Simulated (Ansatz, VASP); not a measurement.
## In in VASP and in Ansatz

The input INCAR:

```
SYSTEM = In
  ALGO = Normal
  EDIFF = 1E-6
  ENCUT = 520
  GGA = PS
  ISIF = 2
  ISMEAR = -1
  LASPH = .True.
  LCHARG = .True.
  LELF = .True.
  LREAL = .False.
  LVHAR = .True.
  LWAVE = .False.
  NBANDS = 26
  NELM = 80
  PREC = Accurate
  SIGMA = 0.05
```

File KPOINTS:

```
k-points
0
Gamma
  14 14 14
  0 0 0
```

POSCAR

```
In
1.0
    1.6696368166      0.9639652655      8.2895378825
   -1.6696368166      0.9639652655      8.2895378825
    0.0000000000     -1.9279305310      8.2895378825
In
3
Direct
    0.0000000000      0.0000000000      0.0000000000
    0.7780122400      0.7780122400      0.7780122400
    0.2219877600      0.2219877600      0.2219877600
```

Input for Ansatz:

```yaml
crystal:
  lattice:
    - [1.6696368166, 0.9639652655, 8.2895378825]
    - [-1.6696368166, 0.9639652655, 8.2895378825]
    - [0.0, -1.927930531, 8.2895378825]
  atoms:
    - { symbol: In, position: [0.0, 0.0, 0.0] }
    - { symbol: In, position: [0.77801224, 0.77801224, 0.77801224] }
    - { symbol: In, position: [0.22198776, 0.22198776, 0.22198776] }
kpoints:
  mp_grid: { grid: [14, 14, 14] }
  band_path:
    path:
      - [0.0, 0.0, 0.0]
      - [0.5, 0.5, 0.5]
      - [0.8243182267, 0.1756817733, 0.5]
      - [0.5, -0.1756817733, 0.1756817733]
      - [0.5, 0.0, 0.0]
      - [0.0, 0.0, 0.0]
      - [0.3378408867, -0.3378408867, 0.0]
      - [0.6621591133, 0.0, 0.3378408867]
      - [0.5, 0.0, 0.5]
    npoints: 5
scf:
  occupations: { method: fermi_dirac, width: 0.05 }
hamiltonian:
  xc: pbesol
  pseudopotentials: { kind: all_electron, lapw: { basis_error: 0.0005 } }
output:
  forces: true
  stress: true
  eigenvalues: true
```

Change from the starting cell: zz strain of +1 %.

Alike in both runs: task single point; functional PBEsol; k mesh 14 × 14 × 14; occupations fermi-dirac, width 0.05 eV; no spin polarisation.

|  | VASP | Ansatz |
| --- | --- | --- |
| version | VASP 6.6.1 | Ansatz 0.2.0 |
| potentials or method | VASP PAW PBE potentials, release 64 (In_d), cutoff 520 eV | all-electron LAPW, scalar-relativistic |

```csv
,VASP,Ansatz,Ansatz less VASP
pressure (GPa),-1.6,-1.6,+0.05
"traceless stress, the component that is largest in VASP (GPa)",0.20,0.20,0.000
rms of the force components (eV/Å),0.005,0.004,-0.0002
```

VASP's potentials were made for PBE, not for PBEsol. Atom by atom the forces differ by 0.000 eV/Å (rms over components). Ansatz ran all-electron here, and VASP with PAW potentials.
